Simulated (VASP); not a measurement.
# SiS2 (Ibam) in VASP: single point with PBE0

Aim: the single point of SiS2 with PBE0.

All numbers are computed with VASP 6.6.1; they aren't measurements. Logs are shortened: lines on timing, memory, paths and dates and some standing lists are left out, and cuts for length are marked.

**1. The cell of the first run**

Symmetry: Ibam, No. 72, orthorhombic system. The conventional cell has a = 5.487 Å, b = 9.636 Å, c = 5.523 Å, α = 90.00°, β = 90.00°, γ = 90.00°. Within 2.8 Å of Si (site symmetry 222) lie 4 S at 2.13 Å and 2 Si at 2.76 Å. S (site symmetry m) has 2 Si at 2.13 Å within 2.8 Å.

**2. Single point, PBE0**

Contents of POSCAR:

```
SiS2
1.0
   -2.7433936244      4.8180836088      2.7616521808
    2.7433936244     -4.8180836088      2.7616521808
    2.7433936244      4.8180836088     -2.7616521808
Si S
2 4
Direct
    0.7500000000      0.7500000000      0.0000000000
    0.2500000000      0.2500000000      0.0000000000
    0.1177771225      0.2122163257      0.3299934483
    0.8822228775      0.7877836743      0.6700065517
    0.6177771225      0.2877836743      0.9055607968
    0.3822228775      0.7122163257      0.0944392032
```

Contents of INCAR.step1:

```
SYSTEM = SiS2
  ALGO = Normal
  EDIFF = 1E-5
  ENCUT = 400
  GGA = PE
  GGA_COMPAT = .False.
  ISIF = 2
  ISMEAR = 0
  KPAR = 4
  LASPH = .True.
  LREAL = .False.
  LWAVE = .True.
  NBANDS = 25
  NELM = 120
  PREC = Accurate
  SIGMA = 0.01
```

Contents of INCAR.step2:

```
SYSTEM = SiS2
  AEXX = 0.25
  ALGO = Normal
  EDIFF = 1E-6
  ENCUT = 400
  GGA = PE
  GGA_COMPAT = .False.
  ISIF = 2
  ISMEAR = 0
  ISTART = 1
  KPAR = 4
  LASPH = .True.
  LCHARG = .True.
  LHFCALC = .True.
  LREAL = .False.
  LVHAR = .True.
  LWAVE = .False.
  NBANDS = 25
  NELM = 120
  PREC = Accurate
  PRECFOCK = Normal
  SIGMA = 0.01
```

Contents of KPOINTS:

```
k-points
0
Gamma
  4 4 4
  0 0 0
```

Potentials or basis: VASP PAW PBE potentials, release 64 (Si, S).

The run is started by

```sh
$ cat potpaw_PBE.64/Si/POTCAR potpaw_PBE.64/S/POTCAR > POTCAR
$ cp INCAR.step1 INCAR
$ mpirun -np 4 vasp_std > vasp.out
$ cp INCAR.step2 INCAR
$ mpirun -np 4 vasp_std > vasp.out
```

OUTCAR:

```text
SYSTEM = SiS2
   AEXX = 0.25
   EDIFF = 1E-6
   ENCUT = 400
   GGA = PE
   ISIF = 2
   ISMEAR = 0
   ISTART = 1
   LASPH = .True.
   LHFCALC = .True.
   LREAL = .False.
   NELM = 120
   PREC = Accurate
   PRECFOCK = Normal

 ion  position               nearest neighbor table
   1  0.750  0.750  0.000-   6 2.13   5 2.13   3 2.13   4 2.13   2 2.76   2 2.76
   2  0.250  0.250  0.000-   5 2.13   6 2.13   4 2.13   3 2.13   1 2.76   1 2.76
   3  0.118  0.212  0.330-   1 2.13   2 2.13
   4  0.882  0.788  0.670-   2 2.13   1 2.13
   5  0.618  0.288  0.906-   2 2.13   1 2.13
   6  0.382  0.712  0.094-   1 2.13   2 2.13

  LATTYP: Found a body centered orthorhombic cell.
 ALAT       =     5.4867872488
 B/A-ratio  =     1.0066554636
 C/A-ratio  =     1.7562494736

  Lattice vectors:

 A1 = (  -2.7433936244,   4.8180836088,  -2.7616521808)
 A2 = (   2.7433936244,   4.8180836088,   2.7616521808)
 A3 = (   2.7433936244,  -4.8180836088,  -2.7616521808)

Analysis of symmetry for initial positions (statically):
=====================================================================
 Subroutine PRICEL returns:
 Original cell was already a primitive cell.

 Routine SETGRP: Setting up the symmetry group for a
 body centered orthorhombic supercell.

 Subroutine GETGRP returns: Found  8 space group operations
 (whereof  4 operations were pure point group operations)
 out of a pool of  8 trial point group operations.

The static configuration has the point symmetry C_2h.
 The point group associated with its full space group is D_2h.

Analysis of symmetry for dynamics (positions and initial velocities):
=====================================================================
 Subroutine PRICEL returns:
 Original cell was already a primitive cell.

 Routine SETGRP: Setting up the symmetry group for a
 body centered orthorhombic supercell.

 Subroutine GETGRP returns: Found  8 space group operations
 (whereof  4 operations were pure point group operations)
 out of a pool of  8 trial point group operations.

The dynamic configuration has the point symmetry C_2h.
 The point group associated with its full space group is D_2h.

 Subroutine INISYM returns: Found  8 space group operations
 (whereof  4 operations are pure point group operations),
 and found     1 'primitive' translations

----------------------------------------------------------------------------------------

                                     Primitive cell

  volume of cell :     146.0130

  direct lattice vectors                    reciprocal lattice vectors
    -2.743393624  4.818083609  2.761652181     0.000000000  0.103775700  0.181051040
     2.743393624 -4.818083609  2.761652181     0.182256019  0.000000000  0.181051040
     2.743393624  4.818083609 -2.761652181     0.182256019  0.103775700  0.000000000

  length of vectors
     6.194098886  6.194098886  6.194098886     0.208683672  0.256898298  0.209729951

  position of ions in fractional coordinates (direct lattice)
     0.750000000  0.750000000  0.000000000
     0.250000000  0.250000000  0.000000000
     0.117777123  0.212216326  0.329993448
     0.882222877  0.787783674  0.670006552
     0.617777123  0.287783674  0.905560797
     0.382222877  0.712216326  0.094439203

  ion indices of the primitive-cell ions
   primitive index   ion index
                 1           1
                 2           2
                 3           3
                 4           4
                 5           5
                 6           6

----------------------------------------------------------------------------------------

 KPOINTS: k-points

Automatic generation of k-mesh.
 Grid dimensions read from file:
 generate k-points for:    4    4    4

 Generating k-lattice:

  Cartesian coordinates                     Fractional coordinates (reciprocal lattice)
     0.000000000  0.025943925  0.045262760     0.250000000 -0.000000000  0.000000000
     0.045564005  0.000000000  0.045262760    -0.000000000  0.250000000  0.000000000
     0.045564005  0.025943925  0.000000000     0.000000000  0.000000000  0.250000000

  Length of vectors
     0.052170918  0.064224575  0.052432488

  Shift w.r.t. Gamma in fractional coordinates (k-lattice)
     0.000000000  0.000000000  0.000000000

 Subroutine IBZKPT returns following result:
 ===========================================

 Found     18 irreducible k-points:

 Following reciprocal coordinates:
            Coordinates               Weight
  0.000000  0.000000  0.000000      1.000000
  0.250000  0.000000  0.000000      4.000000
  0.500000  0.000000  0.000000      2.000000
  0.000000  0.250000  0.000000      4.000000
  0.250000  0.250000  0.000000      8.000000
  0.500000  0.250000  0.000000      8.000000
[... 10 lines left out ...]
 -0.250000 -0.250000  0.250000      2.000000
  0.500000  0.500000  0.500000      1.000000
   k-points           NKPTS =     18   k-points in BZ     NKDIM =     64   number of bands    NBANDS=     25
   number of dos      NEDOS =    301   number of ions     NIONS =      6
   total plane-waves  NPLWV =  64000
   dimension x,y,z NGX =    40 NGY =   40 NGZ =   40
   dimension x,y,z NGXF=    80 NGYF=   80 NGZF=   80
   ions per type =               2   4
   NGX,Y,Z   is equivalent  to a cutoff of  10.74, 10.74, 10.74 a.u.
   NGXF,Y,Z  is equivalent  to a cutoff of  21.47, 21.47, 21.47 a.u.
 SYSTEM =  SiS2
   PREC   = accura    normal or accurate (medium, high low for compatibility)
   ISTART =      1    job   : 0-new  1-cont  2-samecut
   ICHARG =      0    charge: 1-file 2-atom 10-const
   ISPIN  =      1    spin polarized calculation?
   LNONCOLLINEAR =      F non collinear calculations
   LSORBIT =      F    spin-orbit coupling
   LASPH  =      T    aspherical Exc in radial PAW
   ENCUT  =  400.0 eV  29.40 Ry    5.42 a.u.  10.10 10.10 10.10*2*pi/ulx,y,z
   NELM   =    120;   NELMIN=  2; NELMDL=  0     # of ELM steps
   EDIFF  = 0.1E-05   stopping-criterion for ELM
   LREAL  =      F    real-space projection
   EDIFFG = 0.1E-04   stopping-criterion for IOM
   NSW    =      0    number of steps for IOM
   IBRION =     -1    ionic relax: 0-MD 1-quasi-New 2-CG
   NFREE  =      0    steps in history (QN), initial steepest desc. (CG)
   ISIF   =      2    stress and relaxation
   ISYM   =      3    0-nonsym 1-usesym 2-fastsym
   POTIM  = 0.5000    time-step for ionic-motion
   TEBEG  =    0.0;   TEEND  =   0.0 temperature during run
   PSTRESS=    0.0 pullay stress
   NELECT =      32.0000    total number of electrons
   NUPDOWN=      -1.0000    fix difference up-down
   EMIN   =  10.00;   EMAX   =-10.00  energy-range for DOS
   EFERMI =   0.00;   METHOD = LEGACY
   ISMEAR =     0;   SIGMA  =   0.01  broadening in eV -4-tet -1-fermi 0-gaus
   EFERMI_NEDOS =   21; number of points for ismear=-14 and -15
   IALGO  =     38    algorithm
   IMIX   =      1    mixing-type and parameters
     AMIX     =   0.40;   BMIX     =  1.00
     AMIX_MAG =   1.60;   BMIX_MAG =  1.00
  volume/ion in A,a.u.               =      24.34       164.22
  Fermi-wavevector in a.u.,A,eV,Ry     =   0.987024  1.865205 13.255017  0.974216
  Thomas-Fermi vector in A             =   2.118448
   LORBIT       =      0    0 simple, 1 ext, 2 COOP (PROOUT), +10 PAW based schemes
   GGA     = PE    functional components
   LHFCALC =     T    Hartree Fock is set to
   PRECFOCK=normal    Normal, Fast or Accurate (Low or Medium for compatibility)
   ENCUT4O =  -1.0   cutoff for four orbital integrals eV
   NKREDX  =     1    reduce k-point grid by
   NKREDY  =     1    reduce k-point grid by
   NKREDZ  =     1    reduce k-point grid by
   AEXX    =    0.2500 exact exchange contribution
   HFSCREEN=    0.0000 screening length (either q_TF or 0.3 A-1)
   HFSCREENC=   0.0000 screening length for correlation (either q_TF or 0.3 A-1)
   ENCUTFOCK=  -1.0 apply spherical cutoff to Coloumb kernel
   IVDW    =     0    specifies the selected vdW correction
   LEPSILON=     F    determine dielectric tensor
   LRPA    =     F    only Hartree local field effects (RPA)
 non-spin polarized calculation
 Gauss-broadening in eV      SIGMA  =   0.01
  energy-cutoff  :      400.00
  volume of cell :      146.01
 maximum number of plane-waves:      2668
  NGX = 32; NGY = 32; NGZ = 32

 number of electron      32.0000008 magnetization

 Free energy of the ion-electron system (eV)
  ---------------------------------------------------
  ext. energy  EPLUGINS =         0.00000000
  ---------------------------------------------------
  free energy    TOTEN  =       -41.02189486 eV

  energy without entropy =      -41.02189486  energy(sigma->0) =      -41.02189486

 E-fermi :   1.2542     XC(G=0):  -6.5710

 val. band max:        1.1673730759   @ k =  -0.2500   0.2500   0.2500
 cond. band min:       5.8166308526   @ k =   0.5000   0.5000   0.5000
 fundamental gap:      4.6492577767
 Fermi energy:         1.2541608526

 k-point     1 :       0.0000    0.0000    0.0000
  band No.  band energies     occupation
      1     -14.9074      2.00000
      2     -12.5767      2.00000
      3     -11.9826      2.00000
      4     -11.8330      2.00000
      5      -7.0165      2.00000
      6      -5.3724      2.00000
[... 17 lines left out ...]
     24      10.1087      0.00000
     25      10.6665      0.00000

 k-point     2 :       0.2500    0.0000    0.0000
  band No.  band energies     occupation
      1     -14.6477      2.00000
      2     -13.0427      2.00000
      3     -12.0024      2.00000
      4     -11.8972      2.00000
      5      -6.4552      2.00000
      6      -5.2617      2.00000
[... 17 lines left out ...]
     24       9.9515      0.00000
     25      10.3055      0.00000

 k-point     3 :       0.5000    0.0000    0.0000
  band No.  band energies     occupation
      1     -13.9371      2.00000
      2     -13.9371      2.00000
      3     -11.9905      2.00000
      4     -11.9905      2.00000
      5      -5.4801      2.00000
      6      -5.4801      2.00000
[... 384 lines left out ...]
 k-point    17 :      -0.2500   -0.2500    0.2500
  band No.  band energies     occupation
      1     -14.0091      2.00000
      2     -13.8573      2.00000
      3     -12.0907      2.00000
      4     -11.8991      2.00000
      5      -5.5462      2.00000
      6      -5.3729      2.00000
[... 17 lines left out ...]
     24       9.4894      0.00000
     25      11.4368      0.00000

 k-point    18 :       0.5000    0.5000    0.5000
  band No.  band energies     occupation
      1     -14.7201      2.00000
      2     -12.6218      2.00000
      3     -12.2461      2.00000
      4     -12.0069      2.00000
      5      -7.1842      2.00000
      6      -4.8240      2.00000
[... 17 lines left out ...]
     24       9.6079      0.00000
     25       9.7154      0.00000

------------------------ aborting loop because EDIFF is reached ----------------------------------------

  FORCE on cell =-STRESS in cart. coord.  units (eV):
  Direction    XX          YY          ZZ          XY          YZ          ZX
  --------------------------------------------------------------------------------------
  -------------------------------------------------------------------------------------
  Total        0.1384654      0.2333788     -0.0424019     -0.0000000      0.0000000      0.0000000
  in kB        1.5193586      2.5608291     -0.4652698     -0.0000000      0.0000000      0.0000000
  external PRESSURE =       1.2049726 kB  Pullay stress =       0.0000000 kB

 VOLUME and BASIS-vectors are now :
 -----------------------------------------------------------------------------
  energy-cutoff  :      400.00
  volume of cell :      146.01
      direct lattice vectors                 reciprocal lattice vectors
    -2.743393624  4.818083609  2.761652181     0.000000000  0.103775700  0.181051040
     2.743393624 -4.818083609  2.761652181     0.182256019  0.000000000  0.181051040
     2.743393624  4.818083609 -2.761652181     0.182256019  0.103775700  0.000000000

 POSITION                                       TOTAL-FORCE (eV/Angst)
 -----------------------------------------------------------------------------------
      0.00000      0.00000      4.14248        -0.000000      0.000000      0.000000
      0.00000      0.00000      1.38083        -0.000000      0.000000      0.000000
      1.16439      1.13492     -0.00000        -0.231745     -0.218270     -0.000000
      1.57901      3.68316      2.76165         0.231745      0.218270      0.000000
      1.57901      5.95300      0.00000         0.231745     -0.218270      0.000000
      1.16439     -1.13492      2.76165        -0.231745      0.218270     -0.000000
 -----------------------------------------------------------------------------------
    total drift:                               -0.000000      0.000000      0.000000

  FREE ENERGIE OF THE ION-ELECTRON SYSTEM (eV)
  ---------------------------------------------------
  free  energy   TOTEN  =       -41.0218948581 eV

  energy  without entropy=      -41.0218948581  energy(sigma->0) =      -41.02189486
```

Wall time 18 min (4 MPI ranks of Intel Xeon Platinum 8375C at 2.90GHz (Ice Lake), shared host); peak memory 0.28 GiB.

What came out:

| Quantity | Value |
| --- | --- |
| Free energy | -41.0219 eV |
| Pressure | 0.1 GPa |
| Largest force | 0.318 eV/Å |
| Band gap on the k mesh | 4.65 eV (least direct gap 4.98 eV) |

Forces on the atoms (eV/Å):
```
Si   0.000  0.000  0.000
Si   0.000  0.000  0.000
S   -0.232 -0.218  0.000
S    0.232  0.218  0.000
S    0.232 -0.218  0.000
S   -0.232  0.218  0.000
```

Caveat: the PAW data sets were made with another functional, which shifts forces and pressure a little. A k mesh can miss the band edges.
